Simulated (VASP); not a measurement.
# TaN (P-6m2) in VASP: further runs

TaN is run at these levels: PBE; tasks: relaxation of shape and atoms at fixed volume, relaxation of cell and atoms.

All numbers are computed with VASP 6.6.1; they aren't measurements. Logs are shortened: lines on timing, memory, paths and dates and some standing lists are left out, and cuts for length are marked.

### 1 The cell of the first run

It takes space group P-6m2 (No. 187, hexagonal). The conventional cell has a = 2.920 Å, b = 2.920 Å, c = 2.868 Å, α = 90.00°, β = 90.00°, γ = 120.00°. Within 2.9 Å of Ta (site symmetry -6m2) lie 6 N at 2.21 Å and 2 Ta at 2.87 Å. N (site symmetry -6m2) has 6 Ta at 2.21 Å and 2 N at 2.87 Å within 2.9 Å.

### 2 Relaxation of shape and atoms at fixed volume, PBE (volume scaled by 0.97)

INCAR

```
SYSTEM = TaN
PREC     = Accurate       ! precision mode
ENCUT    = 600            ! plane-wave cutoff, eV
EDIFF    = 1E-6           ! SCF threshold, eV
ISMEAR   = 0              ! smearing method
SIGMA    = 0.1            ! smearing width, eV
LREAL    = .FALSE.        ! projectors in reciprocal space
LASPH    = .TRUE.         ! aspherical terms in the spheres
NELM     = 80             ! most SCF steps
ALGO     = Normal         ! electronic algorithm
ISIF     = 4              ! what is computed and relaxed
LWAVE    = .FALSE.        ! write WAVECAR
LCHARG   = .FALSE.        ! write CHGCAR
GGA      = PE             ! functional
IBRION   = 2              ! ionic algorithm
NSW      = 50             ! ionic steps
EDIFFG   = -0.01          ! ionic threshold
```

KPOINTS

```
Automatic mesh
0
G
  24 24 20
  0 0 0
```

POSCAR

```
TaN
1.0
    2.9204062555      0.0000000000      0.0000000000
   -1.4602031277      2.5291460066      0.0000000000
    0.0000000000      0.0000000000      2.8684839146
Ta N
1 1
Direct
    0.3333333333      0.6666666667      0.5000000000
    0.0000000000      0.0000000000      0.0000000000
```

Potentials or basis: VASP PAW PBE potentials, release 64 (Ta_pv, N).

Launch:

```
$ cat potpaw_PBE.64/Ta_pv/POTCAR potpaw_PBE.64/N/POTCAR > POTCAR
$ mpirun -np 1 vasp_std > vasp.out
```

OUTCAR:

```text
SYSTEM = TaN
   PREC = Accurate
   ENCUT = 600
   EDIFF = 1E-6
   ISMEAR = 0
   LREAL = .FALSE.
   LASPH = .TRUE.
   NELM = 80
   ISIF = 4
   GGA = PE
   IBRION = 2
   NSW = 50
   EDIFFG = -0.01

 ion  position               nearest neighbor table
   1  0.333  0.667  0.500-   2 2.21   2 2.21   2 2.21   2 2.21   2 2.21   2 2.21
   2  0.000  0.000  0.000-   1 2.21   1 2.21   1 2.21   1 2.21   1 2.21   1 2.21

  LATTYP: Found a hexagonal cell.
 ALAT       =     2.9204062555
 C/A-ratio  =     0.9822208500

  Lattice vectors:

 A1 = (   2.9204062555,   0.0000000000,   0.0000000000)
 A2 = (  -1.4602031277,   2.5291460066,   0.0000000000)
 A3 = (   0.0000000000,   0.0000000000,   2.8684839146)

Analysis of symmetry for initial positions (statically):
=====================================================================
 Subroutine PRICEL returns:
 Original cell was already a primitive cell.

 Routine SETGRP: Setting up the symmetry group for a
 hexagonal supercell.

 Subroutine GETGRP returns: Found 12 space group operations
 (whereof 12 operations were pure point group operations)
 out of a pool of 24 trial point group operations.

The static configuration has the point symmetry D_3h.

Analysis of symmetry for dynamics (positions and initial velocities):
=====================================================================
 Subroutine PRICEL returns:
 Original cell was already a primitive cell.

 Routine SETGRP: Setting up the symmetry group for a
 hexagonal supercell.

 Subroutine GETGRP returns: Found 12 space group operations
 (whereof 12 operations were pure point group operations)
 out of a pool of 24 trial point group operations.

The dynamic configuration has the point symmetry D_3h.

 Subroutine INISYM returns: Found 12 space group operations
 (whereof 12 operations are pure point group operations),
 and found     1 'primitive' translations

----------------------------------------------------------------------------------------

                                     Primitive cell

  volume of cell :      21.1870

  direct lattice vectors                    reciprocal lattice vectors
     2.920406256  0.000000000  0.000000000     0.342418113  0.197695190  0.000000000
    -1.460203128  2.529146007  0.000000000     0.000000000  0.395390380  0.000000000
     0.000000000  0.000000000  2.868483915     0.000000000  0.000000000  0.348616213

  length of vectors
     2.920406256  2.920406255  2.868483915     0.395390380  0.395390380  0.348616213

  position of ions in fractional coordinates (direct lattice)
     0.333333333  0.666666667  0.500000000
     0.000000000  0.000000000  0.000000000

  ion indices of the primitive-cell ions
   primitive index   ion index
                 1           1
                 2           2

----------------------------------------------------------------------------------------

 KPOINTS: Automatic mesh

Automatic generation of k-mesh.
 Grid dimensions read from file:
 generate k-points for:   24   24   20

 Generating k-lattice:

  Cartesian coordinates                     Fractional coordinates (reciprocal lattice)
     0.014267421  0.008237300  0.000000000     0.041666667  0.000000000  0.000000000
     0.000000000  0.016474599  0.000000000     0.000000000  0.041666667  0.000000000
     0.000000000  0.000000000  0.017430811     0.000000000  0.000000000  0.050000000

  Length of vectors
     0.016474599  0.016474599  0.017430811

  Shift w.r.t. Gamma in fractional coordinates (k-lattice)
     0.000000000  0.000000000  0.000000000

 Subroutine IBZKPT returns following result:
 ===========================================

 Found    671 irreducible k-points:

 Following reciprocal coordinates:
            Coordinates               Weight
  0.000000  0.000000  0.000000      1.000000
  0.041667  0.000000  0.000000      6.000000
  0.083333 -0.000000  0.000000      6.000000
  0.125000  0.000000  0.000000      6.000000
  0.166667  0.000000  0.000000      6.000000
  0.208333  0.000000  0.000000      6.000000
[... 16 lines left out ...]
  0.416667  0.041667  0.000000     12.000000
  0.458333  0.041667  0.000000     12.000000
 [... further k-points ...]
   k-points           NKPTS =    671   k-points in BZ     NKDIM =    671   number of bands    NBANDS=     12
   number of dos      NEDOS =    301   number of ions     NIONS =      2
   total plane-waves  NPLWV =  13824
   dimension x,y,z NGX =    24 NGY =   24 NGZ =   24
   dimension x,y,z NGXF=    48 NGYF=   48 NGZF=   48
   ions per type =               1   1
   NGX,Y,Z   is equivalent  to a cutoff of  13.66, 13.66, 13.91 a.u.
   NGXF,Y,Z  is equivalent  to a cutoff of  27.32, 27.32, 27.82 a.u.
 SYSTEM =  TaN
   PREC   = accura    normal or accurate (medium, high low for compatibility)
   ISTART =      0    job   : 0-new  1-cont  2-samecut
   ICHARG =      2    charge: 1-file 2-atom 10-const
   ISPIN  =      1    spin polarized calculation?
   LNONCOLLINEAR =      F non collinear calculations
   LSORBIT =      F    spin-orbit coupling
   LASPH  =      T    aspherical Exc in radial PAW
   ENCUT  =  600.0 eV  44.10 Ry    6.64 a.u.   5.83  5.83  5.73*2*pi/ulx,y,z
   NELM   =     80;   NELMIN=  2; NELMDL= -5     # of ELM steps
   EDIFF  = 0.1E-05   stopping-criterion for ELM
   LREAL  =      F    real-space projection
   EDIFFG = -.1E-01   stopping-criterion for IOM
   NSW    =     50    number of steps for IOM
   IBRION =      2    ionic relax: 0-MD 1-quasi-New 2-CG
   NFREE  =      1    steps in history (QN), initial steepest desc. (CG)
   ISIF   =      4    stress and relaxation
   ISYM   =      2    0-nonsym 1-usesym 2-fastsym
   POTIM  = 0.5000    time-step for ionic-motion
   TEBEG  =    0.0;   TEEND  =   0.0 temperature during run
   PSTRESS=    0.0 pullay stress
   NELECT =      16.0000    total number of electrons
   NUPDOWN=      -1.0000    fix difference up-down
   EMIN   =  10.00;   EMAX   =-10.00  energy-range for DOS
   EFERMI =   0.00;   METHOD = LEGACY
   ISMEAR =     0;   SIGMA  =   0.10  broadening in eV -4-tet -1-fermi 0-gaus
   EFERMI_NEDOS =   21; number of points for ismear=-14 and -15
   IALGO  =     38    algorithm
   IMIX   =      4    mixing-type and parameters
     AMIX     =   0.40;   BMIX     =  1.00
     AMIX_MAG =   1.60;   BMIX_MAG =  1.00
  volume/ion in A,a.u.               =      10.59        71.49
  Fermi-wavevector in a.u.,A,eV,Ry     =   1.490819  2.817240 30.239516  2.222542
  Thomas-Fermi vector in A             =   2.603553
   LORBIT       =      0    0 simple, 1 ext, 2 COOP (PROOUT), +10 PAW based schemes
   GGA     = PE    functional components
   LHFCALC =     F    Hartree Fock is set to
   AEXX    =    0.0000 exact exchange contribution
   IVDW    =     0    specifies the selected vdW correction
   LEPSILON=     F    determine dielectric tensor
   LRPA    =     F    only Hartree local field effects (RPA)
 conjugate gradient relaxation of ions
 non-spin polarized calculation
 Gauss-broadening in eV      SIGMA  =   0.10
  energy-cutoff  :      600.00
  volume of cell :       21.19
 maximum number of plane-waves:       724
 NGX is ok and might be reduce to    24
   NGX = 11   NGY = 11   NGZ = 11

--------------------------------------- Ionic step        1  -------------------------------------------

 number of electron      16.0000000 magnetization

 Free energy of the ion-electron system (eV)
  ---------------------------------------------------
  ext. energy  EPLUGINS =         0.00000000
  ---------------------------------------------------
  free energy    TOTEN  =       -22.42283151 eV

  energy without entropy =      -22.42248316  energy(sigma->0) =      -22.42265734

------------------------ aborting loop because EDIFF is reached ----------------------------------------

  FORCE on cell =-STRESS in cart. coord.  units (eV):
  Direction    XX          YY          ZZ          XY          YZ          ZX
  --------------------------------------------------------------------------------------
  -------------------------------------------------------------------------------------
  Total        1.4824806      1.4824806      1.6699416      0.0000000      0.0000000      0.0000000
  in kB      112.1062976    112.1062976    126.2822416      0.0000000      0.0000000      0.0000000
  external PRESSURE =     116.8316123 kB  Pullay stress =       0.0000000 kB

 VOLUME and BASIS-vectors are now :
 -----------------------------------------------------------------------------
  energy-cutoff  :      600.00
  volume of cell :       21.19
      direct lattice vectors                 reciprocal lattice vectors
     2.920406256  0.000000000  0.000000000     0.342418113  0.197695190  0.000000000
    -1.460203128  2.529146007  0.000000000     0.000000000  0.395390380  0.000000000
     0.000000000  0.000000000  2.868483915     0.000000000  0.000000000  0.348616213
[... 37 lines left out ...]
 POSITION                                       TOTAL-FORCE (eV/Angst)
 -----------------------------------------------------------------------------------
     -0.00000      1.68356      1.43857         0.000000     -0.000000      0.000000
     -1.45801      2.52534      0.00000         0.000000      0.000000      0.000000
 -----------------------------------------------------------------------------------
    total drift:                                0.000000     -0.000000     -0.000000

  FREE ENERGIE OF THE ION-ELECTRON SYSTEM (eV)
  ---------------------------------------------------
  free  energy   TOTEN  =       -22.4227766374 eV

  energy  without entropy=      -22.4224269562  energy(sigma->0) =      -22.42260180

--------------------------------------- Ionic step        3  -------------------------------------------

 number of electron      16.0000000 magnetization

 Free energy of the ion-electron system (eV)
  ---------------------------------------------------
  ext. energy  EPLUGINS =         0.00000000
  ---------------------------------------------------
  free energy    TOTEN  =       -22.42294131 eV

  energy without entropy =      -22.42259211  energy(sigma->0) =      -22.42276671

 E-fermi :   8.4235     XC(G=0): -13.4403

 val. band max:        8.4196104684   @ k =   0.0417   0.0000   0.4500
 cond. band min:       8.4329427529   @ k =   0.0000   0.0000   0.4000
 fundamental gap:      0.0133322845
 Fermi energy:         8.4234501107

 k-point     1 :       0.0000    0.0000    0.0000
  band No.  band energies     occupation
      1     -26.3717      2.00000
      2     -26.0885      2.00000
      3     -26.0885      2.00000
      4      -9.4756      2.00000
      5       3.8166      2.00000
      6       3.8166      2.00000
      7       4.1384      2.00000
      8       5.4666      2.00000
      9      10.7989      0.00000
     10      12.0813      0.00000
     11      12.0813      0.00000
     12      12.5314      0.00000

 k-point     2 :       0.0417    0.0000    0.0000
  band No.  band energies     occupation
      1     -26.3690      2.00000
      2     -26.1090      2.00000
      3     -26.0928      2.00000
      4      -9.4378      2.00000
      5       3.6923      2.00000
      6       3.8452      2.00000
      7       4.2005      2.00000
      8       5.4114      2.00000
      9      10.9402      0.00000
     10      11.9984      0.00000
     11      12.0866      0.00000
     12      12.5118      0.00000
[... 316 lines left out ...]
 k-point    24 :       0.4583    0.0417    0.0000
  band No.  band energies     occupation
      1     -27.1801      2.00000
      2     -26.3484      2.00000
      3     -26.2171      2.00000
      4      -7.1143      2.00000
      5       0.0884      2.00000
      6       3.1411      2.00000
      7       4.6661      2.00000
      8       5.4658      2.00000
      9      11.3579      0.00000
     10      12.4731      0.00000
     11      13.6110      0.00000
     12      13.9085      0.00000

 [... further k-points ...]
[... 5 lines left out ...]
  --------------------------------------------------------------------------------------
  -------------------------------------------------------------------------------------
  Total        1.5318213      1.5318213      1.5453229      0.0000000     -0.0000000      0.0000000
  in kB      115.8374773    115.8374773    116.8584797      0.0000000     -0.0000000      0.0000000
  external PRESSURE =     116.1778114 kB  Pullay stress =       0.0000000 kB

 VOLUME and BASIS-vectors are now :
 -----------------------------------------------------------------------------
  energy-cutoff  :      600.00
  volume of cell :       21.19
      direct lattice vectors                 reciprocal lattice vectors
     2.918463991  0.000000000  0.000000000     0.342645996  0.197826758 -0.000000000
    -1.459231996  2.527463956  0.000000000    -0.000000000  0.395653516 -0.000000000
     0.000000000  0.000000000  2.872303189     0.000000000  0.000000000  0.348152662

 POSITION                                       TOTAL-FORCE (eV/Angst)
 -----------------------------------------------------------------------------------
     -0.00000      1.68498      1.43615         0.000000     -0.000000      0.000000
      0.00000      0.00000      0.00000        -0.000000      0.000000      0.000000
 -----------------------------------------------------------------------------------
    total drift:                                0.000000     -0.000000     -0.000000

  FREE ENERGIE OF THE ION-ELECTRON SYSTEM (eV)
  ---------------------------------------------------
  free  energy   TOTEN  =       -22.4229413083 eV

  energy  without entropy=      -22.4225921067  energy(sigma->0) =      -22.42276671

 reached required accuracy - stopping structural energy minimisation
```

Wall time 2.2 min (1 thread of AMD EPYC 9R45 (Zen 5), shared host); peak memory 0.31 GiB.

Results:

| Property | Result |
| --- | --- |
| Free energy | -22.4229 eV |
| Energy gained by relaxing | 0.1 meV/atom |
| Ionic steps | 3 |
| Pressure after relaxing | 11.6 GPa |
| Band gap on the k mesh | zero (band 8 reaches 8.86 eV, above the bottom of band 9 at 8.34 eV) |

Stress tensor (GPa, compression positive):
```
11.58  0.00  0.00
 0.00 11.58  0.00
 0.00  0.00 11.69
```

Step by step:
```
step  energy change (eV)  largest force (eV/Å)  pressure (GPa)  volume (Å³)
   1              0.0000                0.0000           11.68        21.19
   2              0.0001                0.0000           11.56        21.19
   3             -0.0001                0.0000           11.62        21.19
```

Final structure:
```
Ta N
1.0
     2.91846    0.00000    0.00000
    -1.45923    2.52746    0.00000
     0.00000    0.00000    2.87230
Ta N
1 1
Direct
  0.33333 0.66667 0.50000
  0.00000 0.00000 0.00000
```

Levels at points of the mesh, in eV from the Fermi level:
| k point | band 5 | band 6 | band 7 | band 8 | band 9 | band 10 | band 11 | band 12 |
| --- | --- | --- | --- | --- | --- | --- | --- | --- |
| (0.00, 0.00, 0.00) | -4.61 | -4.61 | -4.29 | -2.96 | 2.38 | 3.66 | 3.66 | 4.11 |
| (0.50, 0.00, 0.00) | -8.37 | -5.29 | -3.54 | -3.19 | 3.08 | 4.16 | 5.31 | 5.46 |
| (0.00, 0.00, 0.50) | -9.45 | -3.78 | -3.78 | -0.08 | -0.08 | 2.42 | 3.42 | 3.42 |
| (0.50, 0.00, 0.50) | -7.41 | -6.25 | -5.75 | -0.33 | 4.29 | 5.51 | 6.18 | 7.26 |

Caveat: the cell differs from its parent crystal (volume scaled by 0.97); spin-orbit coupling is left out, which moves the levels of the heavy elements.

(Continued in part 2 of 3.)
